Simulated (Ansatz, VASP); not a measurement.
One calculation of Bi, two programs

```
CELL_PARAMETERS angstrom
4.80661 0.00000 0.00000
0.00000 4.80661 0.00000
0.00000 0.00000 4.80661
ATOMIC_POSITIONS crystal
Bi 0.00000 0.50000 0.50000
Bi 0.50000 0.00000 0.50000
Bi 0.50000 0.50000 0.00000
```

Alike in both runs: functional PBE; k mesh 4 × 4 × 4; occupations gaussian, width 0.1 eV; no spin polarisation.

Ansatz relaxed the structure, and its values are those at the end. VASP's run is a single point on that final structure, the one shown.

|  | VASP | Ansatz |
| --- | --- | --- |
| version | VASP 6.6.1 | Ansatz 0.2.0 |
| potentials or method | VASP PAW PBE potentials, release 64 (Bi_d), cutoff 520 eV | scalar-relativistic, plane waves, PAW |
| valence electrons in the cell | 45 | 45 |

Ansatz gave:

| Item | Value |
| --- | --- |
| gap on the k mesh at the Fermi level (eV) | none |
| pressure (GPa) | 0.0 |

Question: Which values does VASP return?

Answer: gap on the k mesh at the Fermi level (eV): none; pressure (GPa): -0.1.

A gap of «none» marks a metal or a gap that the smearing closes.

Neither program's run includes spin-orbit coupling.
